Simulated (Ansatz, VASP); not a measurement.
ScCu: VASP beside Ansatz

```
Sc Cu
1.0
     3.27756    0.00000    0.00000
     0.00000    3.27756    0.00000
     0.00000    0.00000    3.27756
Sc Cu
1 1
Direct
  0.50000 0.50000 0.50000
  0.00000 0.00000 0.00000
```

Change from the starting cell: volume scaled by 1.02, PAW files.

Alike in both runs: task electric field gradients; functional LDA; k mesh 11 × 11 × 11; occupations fermi-dirac, width 0.05 eV; no spin polarisation.

|  | VASP | Ansatz |
| --- | --- | --- |
| version | VASP 6.6.1 | Ansatz 0.2.0 |
| potentials or method | VASP PAW LDA potentials, release 64 (Sc_sv, Cu) | PAW with Ansatz's default frozen-core files, scalar-relativistic |
| plane-wave cutoff (eV) | 520 | 420 |
| valence electrons in the cell | 22 | 30 |

```csv
,VASP,Ansatz,Ansatz less VASP
pressure (GPa),-8.5,-9.0,-0.46
```

LDA's correlation is that of Perdew and Zunger in VASP and of Perdew and Wang (1992) in Ansatz. VASP's potentials hold 22 valence electrons a cell and Ansatz's 30, so a difference there can come from the potentials and not from the codes.
